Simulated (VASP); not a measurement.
# CdTe (I-4m2) in VASP: notebook

Runs on CdTe. Level: PBE. Tasks: single point.

Program: VASP 6.6.1. These are calculated values, not measurements. Logs are shortened: lines on timing, memory, paths and dates and some standing lists are left out, and cuts for length are marked.

## Step 1: The cell of the first run

The structure is tetragonal, space group I-4m2 (No. 119). Conventional cell: a = 4.601 Å, b = 4.601 Å, c = 6.218 Å, α = 90.00°, β = 90.00°, γ = 90.00°. Within 3.7 Å of Cd (site symmetry -4m2) lie 4 Te at 2.78 Å. Within 3.7 Å of Te (site symmetry -4m2) lie 4 Cd at 2.78 Å.

## Step 2: Single point, PBE (strain +0.015 along x and y, -0.030 along z)

Input file INCAR:

```
ALGO     = Normal         # electronic algorithm
EDIFF    = 1E-6           # SCF threshold, eV
ENCUT    = 520            # plane-wave cutoff, eV
GGA      = PE             # functional
ISIF     = 2              # what is computed and relaxed
ISMEAR   = 0              # smearing method
LASPH    = True           # aspherical terms in the spheres
LCHARG   = True           # write CHGCAR
LELF     = True           # ELF
LREAL    = False          # projectors in reciprocal space
LVHAR    = True         
LWAVE    = False          # write WAVECAR
NBANDS   = 16             # bands
NELM     = 60             # most SCF steps
PREC     = Accurate       # precision mode
SIGMA    = 0.05           # smearing width, eV
```

Input file KPOINTS:

```
k-points
0
Gamma
  8 8 8
```

Input file POSCAR:

```
CdTe
1.0
    0.0000000000      3.2530750000      3.1088500000
    3.2530750000      0.0000000000      3.1088500000
    3.2530750000      3.2530750000      0.0000000000
Cd Te
1 1
Direct
    0.0000000000      0.0000000000      0.0000000000
    0.7500000000      0.7500000000      0.7500000000
```

Potentials or basis: VASP PAW PBE potentials, release 64 (Cd, Te).

Launch:

```sh
$ cat potpaw_PBE.64/Cd/POTCAR potpaw_PBE.64/Te/POTCAR > POTCAR
$ mpirun -np 1 vasp_std > vasp.out
```

OUTCAR:

```text
EDIFF = 1E-6
   ENCUT = 520
   GGA = PE
   ISIF = 2
   ISMEAR = 0
   LASPH = True
   LREAL = False
   NELM = 60
   PREC = Accurate

 ion  position               nearest neighbor table
   1  0.000  0.000  0.000-   2 2.78   2 2.78   2 2.78   2 2.78
   2  0.750  0.750  0.750-   1 2.78   1 2.78   1 2.78   1 2.78

  LATTYP: Found a body centered tetragonal cell.
 ALAT       =     4.6005427844
 C/A-ratio  =     1.3515144389

  Lattice vectors:

 A1 = (   0.0000000000,  -3.2530750000,  -3.1088500000)
 A2 = (   0.0000000000,   3.2530750000,  -3.1088500000)
 A3 = (   3.2530750000,   0.0000000000,   3.1088500000)

Analysis of symmetry for initial positions (statically):
=====================================================================
 Subroutine PRICEL returns:
 Original cell was already a primitive cell.

 Routine SETGRP: Setting up the symmetry group for a
 body centered tetragonal supercell.

 Subroutine GETGRP returns: Found  8 space group operations
 (whereof  8 operations were pure point group operations)
 out of a pool of 16 trial point group operations.

The static configuration has the point symmetry D_2d.

Analysis of symmetry for dynamics (positions and initial velocities):
=====================================================================
 Subroutine PRICEL returns:
 Original cell was already a primitive cell.

 Routine SETGRP: Setting up the symmetry group for a
 body centered tetragonal supercell.

 Subroutine GETGRP returns: Found  8 space group operations
 (whereof  8 operations were pure point group operations)
 out of a pool of 16 trial point group operations.

The dynamic configuration has the point symmetry D_2d.

 Subroutine INISYM returns: Found  8 space group operations
 (whereof  8 operations are pure point group operations),
 and found     1 'primitive' translations

----------------------------------------------------------------------------------------

                                     Primitive cell

  volume of cell :      65.7988

  direct lattice vectors                    reciprocal lattice vectors
     0.000000000  3.253075000  3.108850000    -0.153700729  0.153700729  0.160831176
     3.253075000  0.000000000  3.108850000     0.153700729 -0.153700729  0.160831176
     3.253075000  3.253075000  0.000000000     0.153700729  0.153700729 -0.160831176

  length of vectors
     4.499716133  4.499716133  4.600542784     0.270396922  0.270396922  0.270396922

  position of ions in fractional coordinates (direct lattice)
     0.000000000  0.000000000  0.000000000
     0.750000000  0.750000000  0.750000000

  ion indices of the primitive-cell ions
   primitive index   ion index
                 1           1
                 2           2

----------------------------------------------------------------------------------------

 KPOINTS: k-points

Automatic generation of k-mesh.
 Grid dimensions read from file:
 generate k-points for:    8    8    8

 Generating k-lattice:

  Cartesian coordinates                     Fractional coordinates (reciprocal lattice)
    -0.019212591  0.019212591  0.020103897     0.125000000  0.000000000  0.000000000
     0.019212591 -0.019212591  0.020103897     0.000000000  0.125000000  0.000000000
     0.019212591  0.019212591 -0.020103897    -0.000000000 -0.000000000  0.125000000

  Length of vectors
     0.033799615  0.033799615  0.033799615

  Shift w.r.t. Gamma in fractional coordinates (k-lattice)
     0.000000000  0.000000000  0.000000000

 Subroutine IBZKPT returns following result:
 ===========================================

 Found     59 irreducible k-points:

 Following reciprocal coordinates:
            Coordinates               Weight
  0.000000  0.000000  0.000000      1.000000
  0.125000  0.000000  0.000000      8.000000
  0.250000  0.000000  0.000000      8.000000
  0.375000 -0.000000  0.000000      8.000000
  0.500000  0.000000  0.000000      4.000000
  0.125000  0.125000  0.000000      2.000000
[... 16 lines left out ...]
  0.250000  0.000000  0.125000     16.000000
  0.375000  0.000000  0.125000     16.000000
 [... further k-points ...]
   k-points           NKPTS =     59   k-points in BZ     NKDIM =     59   number of bands    NBANDS=     16
   number of dos      NEDOS =    301   number of ions     NIONS =      2
   total plane-waves  NPLWV =  46656
   dimension x,y,z NGX =    36 NGY =   36 NGZ =   36
   dimension x,y,z NGXF=    72 NGYF=   72 NGZF=   72
   ions per type =               1   1
   NGX,Y,Z   is equivalent  to a cutoff of  13.30, 13.30, 13.01 a.u.
   NGXF,Y,Z  is equivalent  to a cutoff of  26.60, 26.60, 26.02 a.u.
 SYSTEM =  unknown system
   PREC   = accura    normal or accurate (medium, high low for compatibility)
   ISTART =      0    job   : 0-new  1-cont  2-samecut
   ICHARG =      2    charge: 1-file 2-atom 10-const
   ISPIN  =      1    spin polarized calculation?
   LNONCOLLINEAR =      F non collinear calculations
   LSORBIT =      F    spin-orbit coupling
   LASPH  =      T    aspherical Exc in radial PAW
   ENCUT  =  520.0 eV  38.22 Ry    6.18 a.u.   8.37  8.37  8.55*2*pi/ulx,y,z
   NELM   =     60;   NELMIN=  2; NELMDL= -5     # of ELM steps
   EDIFF  = 0.1E-05   stopping-criterion for ELM
   LREAL  =      F    real-space projection
[... 7 lines left out ...]
   TEBEG  =    0.0;   TEEND  =   0.0 temperature during run
   PSTRESS=    0.0 pullay stress
   NELECT =      18.0000    total number of electrons
   NUPDOWN=      -1.0000    fix difference up-down
   EMIN   =  10.00;   EMAX   =-10.00  energy-range for DOS
   EFERMI =   0.00;   METHOD = LEGACY
   ISMEAR =     0;   SIGMA  =   0.05  broadening in eV -4-tet -1-fermi 0-gaus
   EFERMI_NEDOS =   21; number of points for ismear=-14 and -15
   IALGO  =     38    algorithm
   IMIX   =      4    mixing-type and parameters
     AMIX     =   0.40;   BMIX     =  1.00
     AMIX_MAG =   1.60;   BMIX_MAG =  1.00
  volume/ion in A,a.u.               =      32.90       222.02
  Fermi-wavevector in a.u.,A,eV,Ry     =   1.062738  2.008284 15.366595  1.129413
  Thomas-Fermi vector in A             =   2.198199
   LORBIT       =      0    0 simple, 1 ext, 2 COOP (PROOUT), +10 PAW based schemes
   GGA     = PE    functional components
   LHFCALC =     F    Hartree Fock is set to
   AEXX    =    0.0000 exact exchange contribution
   IVDW    =     0    specifies the selected vdW correction
   LEPSILON=     F    determine dielectric tensor
   LRPA    =     F    only Hartree local field effects (RPA)
 non-spin polarized calculation
 Gauss-broadening in eV      SIGMA  =   0.05
  energy-cutoff  :      520.00
  volume of cell :       65.80
 maximum number of plane-waves:      1792
 NGX is ok and might be reduce to    36
   NGX = 17   NGY = 17   NGZ = 17

 number of electron      17.9999994 magnetization

 Free energy of the ion-electron system (eV)
  ---------------------------------------------------
  ext. energy  EPLUGINS =         0.00000000
  ---------------------------------------------------
  free energy    TOTEN  =        -4.72214129 eV

  energy without entropy =       -4.72214129  energy(sigma->0) =       -4.72214129

 E-fermi :   3.0089     XC(G=0):  -8.7374

 val. band max:        2.7508387816   @ k =   0.0000   0.0000   0.0000
 cond. band min:       3.5276095835   @ k =   0.0000   0.0000   0.0000
 fundamental gap:      0.7767708019
 Fermi energy:         3.0089128667

 k-point     1 :       0.0000    0.0000    0.0000
  band No.  band energies     occupation
      1      -8.7088      2.00000
      2      -5.7505      2.00000
      3      -5.7505      2.00000
      4      -5.7400      2.00000
      5      -5.4670      2.00000
      6      -5.4573      2.00000
[... 8 lines left out ...]
     15      11.7602      0.00000
     16      12.3221      0.00000

 k-point     2 :       0.1250    0.0000    0.0000
  band No.  band energies     occupation
      1      -8.6457      2.00000
      2      -5.7385      2.00000
      3      -5.7321      2.00000
      4      -5.6996      2.00000
      5      -5.4671      2.00000
      6      -5.4589      2.00000
[... 8 lines left out ...]
     15      11.1201      0.00000
     16      11.4941      0.00000

 k-point     3 :       0.2500    0.0000    0.0000
  band No.  band energies     occupation
      1      -8.4923      2.00000
      2      -5.7124      2.00000
      3      -5.7038      2.00000
      4      -5.5421      2.00000
      5      -5.4639      2.00000
      6      -5.4585      2.00000
[... 8 lines left out ...]
     15      11.0609      0.00000
     16      11.3463      0.00000

 k-point     4 :       0.3750   -0.0000    0.0000
  band No.  band energies     occupation
      1      -8.3403      2.00000
      2      -5.6915      2.00000
      3      -5.6798      2.00000
      4      -5.4609      2.00000
      5      -5.4544      2.00000
      6      -5.2619      2.00000
[... 8 lines left out ...]
     15      11.9453      0.00000
     16      12.0337      0.00000

 k-point     5 :       0.5000    0.0000    0.0000
  band No.  band energies     occupation
      1      -8.2786      2.00000
      2      -5.6847      2.00000
      3      -5.6714      2.00000
      4      -5.4573      2.00000
      5      -5.4483      2.00000
      6      -5.0828      2.00000
[... 8 lines left out ...]
     15      12.8973      0.00000
     16      13.2127      0.00000

 k-point     6 :       0.1250    0.1250    0.0000
  band No.  band energies     occupation
      1      -8.6213      2.00000
      2      -5.7267      2.00000
      3      -5.7267      2.00000
      4      -5.6944      2.00000
      5      -5.4620      2.00000
      6      -5.4610      2.00000
[... 8 lines left out ...]
     15      11.4875      0.00000
     16      11.9103      0.00000

 k-point     7 :       0.2500    0.1250    0.0000
  band No.  band energies     occupation
      1      -8.4962      2.00000
      2      -5.7033      2.00000
      3      -5.6987      2.00000
      4      -5.5918      2.00000
      5      -5.4549      2.00000
      6      -5.4514      2.00000
[... 8 lines left out ...]
     15      11.8558      0.00000
     16      12.0924      0.00000

 k-point     8 :       0.3750    0.1250    0.0000
  band No.  band energies     occupation
      1      -8.3453      2.00000
      2      -5.6789      2.00000
      3      -5.6748      2.00000
      4      -5.4993      2.00000
      5      -5.4477      2.00000
      6      -5.2930      2.00000
[... 8 lines left out ...]
     15      12.0105      0.00000
     16      12.5901      0.00000

 k-point     9 :       0.5000    0.1250    0.0000
  band No.  band energies     occupation
      1      -8.2578      2.00000
      2      -5.6668      2.00000
      3      -5.6643      2.00000
      4      -5.4757      2.00000
      5      -5.4470      2.00000
      6      -5.0612      2.00000
[... 8 lines left out ...]
     15      12.7273      0.00000
     16      13.2123      0.00000
[... 172 lines left out ...]
 k-point    19 :       0.5000    0.3750    0.0000
  band No.  band energies     occupation
      1      -8.1579      2.00000
      2      -5.6056      2.00000
      3      -5.5828      2.00000
      4      -5.5557      2.00000
      5      -5.4325      2.00000
      6      -4.9198      2.00000
[... 8 lines left out ...]
     15      13.4382      0.00000
     16      14.3207      0.00000

 k-point    20 :      -0.3750    0.3750    0.0000
  band No.  band energies     occupation
      1      -8.1541      2.00000
      2      -5.6221      2.00000
      3      -5.5961      2.00000
      4      -5.5225      2.00000
      5      -5.4451      2.00000
      6      -4.8538      2.00000
[... 8 lines left out ...]
     15      12.2593      0.00000
     16      15.4320      0.00000

 k-point    21 :       0.5000    0.5000    0.0000
  band No.  band energies     occupation
      1      -8.1375      2.00000
      2      -5.5927      2.00000
      3      -5.5672      2.00000
      4      -5.5672      2.00000
      5      -5.4263      2.00000
      6      -4.8764      2.00000
[... 8 lines left out ...]
     15      13.4279      0.00000
     16      14.2403      0.00000

 k-point    22 :       0.1250    0.0000    0.1250
  band No.  band energies     occupation
      1      -8.6265      2.00000
      2      -5.7280      2.00000
      3      -5.7151      2.00000
      4      -5.7040      2.00000
      5      -5.4728      2.00000
      6      -5.4549      2.00000
[... 8 lines left out ...]
     15      11.2348      0.00000
     16      12.2576      0.00000

 k-point    23 :       0.2500    0.0000    0.1250
  band No.  band energies     occupation
      1      -8.5045      2.00000
      2      -5.7069      2.00000
      3      -5.6902      2.00000
      4      -5.5894      2.00000
      5      -5.4721      2.00000
      6      -5.4508      2.00000
[... 8 lines left out ...]
     15      11.8494      0.00000
     16      12.2610      0.00000

 k-point    24 :       0.3750    0.0000    0.1250
  band No.  band energies     occupation
      1      -8.3526      2.00000
      2      -5.6867      2.00000
      3      -5.6648      2.00000
      4      -5.4854      2.00000
      5      -5.4520      2.00000
      6      -5.3189      2.00000
[... 8 lines left out ...]
     15      11.8612      0.00000
     16      12.5515      0.00000

 [... further k-points ...]
[... 5 lines left out ...]
  --------------------------------------------------------------------------------------
  -------------------------------------------------------------------------------------
  Total        1.7294570      1.7294570      1.9409981      0.0000000      0.0000000      0.0000000
  in kB       42.1116664     42.1116664     47.2626184      0.0000000      0.0000000      0.0000000
  external PRESSURE =      43.8286504 kB  Pullay stress =       0.0000000 kB

 VOLUME and BASIS-vectors are now :
 -----------------------------------------------------------------------------
  energy-cutoff  :      520.00
  volume of cell :       65.80
      direct lattice vectors                 reciprocal lattice vectors
     0.000000000  3.253075000  3.108850000    -0.153700729  0.153700729  0.160831176
     3.253075000  0.000000000  3.108850000     0.153700729 -0.153700729  0.160831176
     3.253075000  3.253075000  0.000000000     0.153700729  0.153700729 -0.160831176

 POSITION                                       TOTAL-FORCE (eV/Angst)
 -----------------------------------------------------------------------------------
      0.00000      0.00000      0.00000        -0.000000     -0.000000      0.000000
      4.87961      4.87961      4.66327         0.000000      0.000000     -0.000000
 -----------------------------------------------------------------------------------
    total drift:                                0.000000      0.000000      0.000000

  FREE ENERGIE OF THE ION-ELECTRON SYSTEM (eV)
  ---------------------------------------------------
  free  energy   TOTEN  =        -4.7221412867 eV

  energy  without entropy=       -4.7221412867  energy(sigma->0) =       -4.72214129
```

Run time: 84 s. Hardware: 1 thread of Intel Xeon 8259CL, shared host; peak memory 0.24 GiB.

What came out:

```yaml
Free_energy: -4.7221 eV
Pressure: 4.4 GPa
Band_gap_on_the_k_mesh: 0.78 eV
```

Stress tensor (GPa, compression positive):
```
4.21 0.00 0.00
0.00 4.21 0.00
0.00 0.00 4.73
```

Levels at points of the mesh, in eV from the valence-band top:
```csv
k point,band 6,band 7,band 8,band 9,band 10,band 11,band 12,band 13
"(0.00, 0.00, 0.00)",-8.21,-0.14,-0.14,0.00,0.78,4.49,4.50,4.50
"(0.50, 0.00, 0.00)",-7.83,-4.71,-1.03,-0.81,1.74,4.95,5.25,7.03
"(0.50, 0.50, 0.00)",-7.63,-4.41,-2.20,-2.20,2.32,2.34,9.15,9.20
"(0.50, 0.00, 0.50)",-7.71,-4.63,-2.04,-1.96,2.50,2.69,8.80,8.99
```

Caveat: the cell differs from its parent crystal (strain +0.015 along x and y, -0.030 along z); the cell stands under pressure; semilocal functionals underestimate gaps, and a narrow one can read as zero; spin-orbit coupling is left out, which moves the levels of the heavy elements.

## Step 3: Single point, PBE (strain +0.015 along x and y, -0.015 along z)

Input file INCAR:

```
SYSTEM = CdTe
PREC = Accurate ; ENCUT = 520
EDIFF = 1E-7 ; ISMEAR = 0
SIGMA = 0.05 ; LREAL = .FALSE.
LASPH = .TRUE. ; NELM = 60
ALGO = Normal ; ISIF = 2
LWAVE = .FALSE. ; LCHARG = .TRUE.
GGA = PE ; LELF = .TRUE.
LVHAR = .TRUE. ; NBANDS = 16
```

Input file KPOINTS:

```
regular mesh
0
G
  8 8 8
  0 0 0
```

Input file POSCAR:

```
CdTe
1.0
    0.0000000000      3.2530750000      3.1569250000
    3.2530750000      0.0000000000      3.1569250000
    3.2530750000      3.2530750000      0.0000000000
Cd Te
1 1
Direct
    0.0000000000      0.0000000000      0.0000000000
    0.7500000000      0.7500000000      0.7500000000
```

Potentials or basis: VASP PAW PBE potentials, release 64 (Cd, Te).

Launch:

```sh
$ cat potpaw_PBE.64/Cd/POTCAR potpaw_PBE.64/Te/POTCAR > POTCAR
$ mpirun -np 1 vasp_std > vasp.out
```

Run time: 1.7 min. Hardware: 1 thread of Intel Xeon 8259CL, shared host; peak memory 0.24 GiB.

It converged, with:

```
Free energy            : -4.7494 eV
Pressure               : 3.6 GPa
Band gap on the k mesh : 0.76 eV
```

Stress tensor (GPa, compression positive):
```
3.47 0.00 0.00
0.00 3.47 0.00
0.00 0.00 3.85
```

Levels at points of the mesh, in eV from the valence-band top:
```tsv
k point	band 5	band 6	band 7	band 8	band 9	band 10	band 11	band 12	band 13	band 14
(0.00, 0.00, 0.00)	-8.14	-8.14	-0.09	-0.09	0.00	0.76	4.53	4.53	4.53	7.43
(0.50, 0.00, 0.00)	-8.13	-7.77	-4.59	-0.94	-0.79	1.77	5.03	5.22	7.04	8.65
(0.50, 0.50, 0.00)	-8.10	-7.59	-4.36	-2.08	-2.08	2.43	2.45	9.02	9.16	9.16
(0.50, 0.00, 0.50)	-8.11	-7.64	-4.51	-1.97	-1.92	2.54	2.68	8.80	9.03	9.24
```

Caveat: the cell differs from its parent crystal (strain +0.015 along x and y, -0.015 along z); the cell stands under pressure; semilocal functionals underestimate gaps, and a narrow one can read as zero; spin-orbit coupling is left out, which moves the levels of the heavy elements.

(Continued in part 2 of 3.)
